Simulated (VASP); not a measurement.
# Be2C (Fm-3m) in VASP: settings compared, part 2 of 2

VASP 6.6.1. The steps go on from the part before.

## Step 4: Single point, PBEsol (strained)

Contents of INCAR:

```
PREC = Accurate ; ENCUT = 600
EDIFF = 1E-6 ; ISMEAR = 0
SIGMA = 0.02 ; LREAL = F
LASPH = T ; NELM = 120
ALGO = Normal ; ISIF = 2
LWAVE = F ; LCHARG = F
GGA = PS ; NBANDS = 11
GGA_COMPAT = F
```

Contents of KPOINTS:

```
regular mesh
0
Gamma
  12 12 12
```

Contents of POSCAR:

```
Be2C
1.0
    0.0000000000      2.1511656500      2.1511656500
    2.1511656500      0.0000000000      2.1511656500
    2.1511656500      2.1511656500      0.0000000000
Be C
2 1
Direct
    0.2500000000      0.2500000000      0.2500000000
    0.7500000000      0.7500000000      0.7500000000
    0.0000000000      0.0000000000      0.0000000000
```

Potentials or basis: VASP PAW PBE potentials, release 64 (Be, C).

Run with:

```
$ cat potpaw_PBE.64/Be/POTCAR potpaw_PBE.64/C/POTCAR > POTCAR
$ mpirun -np 1 vasp_std > vasp.out
```

OUTCAR:

```text
PREC = Accurate
   ENCUT = 600
   EDIFF = 1E-6
   ISMEAR = 0
   LREAL = F
   LASPH = T
   NELM = 120
   ISIF = 2
   GGA = PS

 ion  position               nearest neighbor table
   1  0.250  0.250  0.250-   3 1.86   3 1.86   3 1.86   3 1.86   2 2.15   2 2.15   2 2.15   2 2.15
                             2 2.15   2 2.15
   2  0.750  0.750  0.750-   3 1.86   3 1.86   3 1.86   3 1.86   1 2.15   1 2.15   1 2.15   1 2.15
                             1 2.15   1 2.15
   3  0.000  0.000  0.000-   1 1.86   2 1.86   2 1.86   1 1.86   2 1.86   2 1.86   1 1.86   1 1.86

  LATTYP: Found a face centered cubic cell.
 ALAT       =     4.3023313000

  Lattice vectors:

 A1 = (   0.0000000000,   2.1511656500,   2.1511656500)
 A2 = (   2.1511656500,   0.0000000000,   2.1511656500)
 A3 = (   2.1511656500,   2.1511656500,   0.0000000000)

Analysis of symmetry for initial positions (statically):
=====================================================================
 Subroutine PRICEL returns:
 Original cell was already a primitive cell.

 Routine SETGRP: Setting up the symmetry group for a
 face centered cubic supercell.

 Subroutine GETGRP returns: Found 48 space group operations
 (whereof 48 operations were pure point group operations)
 out of a pool of 48 trial point group operations.

The static configuration has the point symmetry O_h .

Analysis of symmetry for dynamics (positions and initial velocities):
=====================================================================
 Subroutine PRICEL returns:
 Original cell was already a primitive cell.

 Routine SETGRP: Setting up the symmetry group for a
 face centered cubic supercell.

 Subroutine GETGRP returns: Found 48 space group operations
 (whereof 48 operations were pure point group operations)
 out of a pool of 48 trial point group operations.

The dynamic configuration has the point symmetry O_h .

 Subroutine INISYM returns: Found 48 space group operations
 (whereof 48 operations are pure point group operations),
 and found     1 'primitive' translations

[... 125 lines left out ...]
   LEPSILON=     F    determine dielectric tensor
   LRPA    =     F    only Hartree local field effects (RPA)
 non-spin polarized calculation
 Gauss-broadening in eV      SIGMA  =   0.02
  energy-cutoff  :      600.00
  volume of cell :       19.91
 maximum number of plane-waves:       684
   NGX = 13   NGY = 13   NGZ = 13

 number of electron       8.0000000 magnetization

 Free energy of the ion-electron system (eV)
  ---------------------------------------------------
  ext. energy  EPLUGINS =         0.00000000
  ---------------------------------------------------
  free energy    TOTEN  =       -18.41192290 eV

  energy without entropy =      -18.41192290  energy(sigma->0) =      -18.41192290

 E-fermi :   8.0163     XC(G=0): -11.5864

 val. band max:        7.8755457628   @ k =   0.0000   0.0000   0.0000
 cond. band min:       8.9436730525   @ k =   0.5000   0.5000   0.0000
 fundamental gap:      1.0681272897
 Fermi energy:         8.0163159589

 k-point     1 :       0.0000    0.0000    0.0000
  band No.  band energies     occupation
      1      -7.2961      2.00000
      2       7.8755      2.00000
      3       7.8755      2.00000
      4       7.8755      2.00000
      5      11.9950      0.00000
      6      11.9950      0.00000
      7      11.9950      0.00000
      8      14.7884      0.00000
      9      21.1044      0.00000
     10      21.1044      0.00000
     11      21.1044      0.00000
[... 309 lines left out ...]
 k-point    24 :      -0.4167    0.1667    0.0000
  band No.  band energies     occupation
      1      -4.1308      2.00000
      2      -0.5285      2.00000
      3       4.1824      2.00000
      4       5.2801      2.00000
      5      12.5971      0.00000
      6      14.6525      0.00000
      7      16.3975      0.00000
      8      18.6747      0.00000
      9      20.9504      0.00000
     10      21.3154      0.00000
     11      25.1386      0.00000

 [... further k-points ...]

------------------------ aborting loop because EDIFF is reached ----------------------------------------

  FORCE on cell =-STRESS in cart. coord.  units (eV):
  Direction    XX          YY          ZZ          XY          YZ          ZX
  --------------------------------------------------------------------------------------
  -------------------------------------------------------------------------------------
  Total        0.2224950      0.2224950      0.2224950     -0.0000000      0.0000000     -0.0000000
  in kB       17.9052024     17.9052024     17.9052024     -0.0000000      0.0000000     -0.0000000
  external PRESSURE =      17.9052024 kB  Pullay stress =       0.0000000 kB

 VOLUME and BASIS-vectors are now :
 -----------------------------------------------------------------------------
  energy-cutoff  :      600.00
  volume of cell :       19.91
      direct lattice vectors                 reciprocal lattice vectors
     0.000000000  2.151165650  2.151165650    -0.232432123  0.232432123  0.232432123
     2.151165650  0.000000000  2.151165650     0.232432123 -0.232432123  0.232432123
     2.151165650  2.151165650  0.000000000     0.232432123  0.232432123 -0.232432123

 POSITION                                       TOTAL-FORCE (eV/Angst)
 -----------------------------------------------------------------------------------
      1.07558      1.07558      1.07558         0.000000      0.000000      0.000000
      3.22675      3.22675      3.22675        -0.000000     -0.000000     -0.000000
      0.00000      0.00000      0.00000        -0.000000     -0.000000      0.000000
 -----------------------------------------------------------------------------------
    total drift:                               -0.000000     -0.000000      0.000000

  FREE ENERGIE OF THE ION-ELECTRON SYSTEM (eV)
  ---------------------------------------------------
  free  energy   TOTEN  =       -18.4119228951 eV

  energy  without entropy=      -18.4119228951  energy(sigma->0) =      -18.41192290
```

stdout:

```text
POSCAR found type information on POSCAR BeC
 POSCAR found :  2 types and       3 ions
 scaLAPACK will be used
 -----------------------------------------------------------------------------
|                                                                             |
|                                                                             |
|     You enforced a specific xc type in the INCAR file but a different       |
|     I HOPE YOU KNOW WHAT YOU ARE DOING!                                     |
|                                                                             |
 -----------------------------------------------------------------------------

 LDA part: xc-table for (Slater+PW92), standard interpolation
 POSCAR, INCAR and KPOINTS ok, starting setup
 FFT: planning ... GRIDC
 FFT: planning ... GRID_SOFT
 FFT: planning ... GRID
 WAVECAR not read
 entering main loop
```

It took 11 s on 1 thread of Intel Xeon 8259CL, shared host; peak memory 0.14 GiB.

Results:

```
Free energy            : -18.4119 eV
Pressure               : 1.8 GPa
Band gap on the k mesh : 1.07 eV (least direct gap 4.12 eV)
```

Levels at points of the mesh, in eV from the valence-band top:
| k point | band 2 | band 3 | band 4 | band 5 | band 6 | band 7 |
| --- | --- | --- | --- | --- | --- | --- |
| (0.00, 0.00, 0.00) | 0.00 | 0.00 | 0.00 | 4.12 | 4.12 | 4.12 |
| (0.50, 0.00, 0.00) | -8.89 | -1.87 | -1.87 | 4.98 | 4.98 | 7.22 |
| (0.50, 0.50, 0.00) | -6.85 | -4.83 | -4.83 | 1.07 | 5.85 | 13.41 |

Caveat: the cell differs from its parent crystal (strained); the PAW data sets were made with another functional, which shifts forces and pressure a little.

## Step 5: The runs side by side

| level | cell | gap on the mesh (eV) | pressure (GPa) |
| --- | --- | --- | --- |
| PBEsol | a = 2.971 Å, angles 60.0°, 3 atoms | 1.10 | 18.7 |
| PBE | a = 2.999 Å, angles 60.0°, 3 atoms | 1.18 | 14.1 |
| PBEsol | a = 3.042 Å, angles 60.0°, 3 atoms | 1.07 | 1.8 |

Alike in all rows: task single point; potentials or basis VASP PAW PBE potentials, release 64 (Be, C); no spin polarisation; k mesh 12 × 12 × 12; cutoff (eV) 600; smearing gaussian 0.02 eV.

Caveats: the cell stands under pressure (at least some runs); the PAW data sets were made with another functional, which shifts forces and pressure a little (at least some runs).

Total energies depend on the potentials used, so only differences within one code and one set of settings carry meaning.
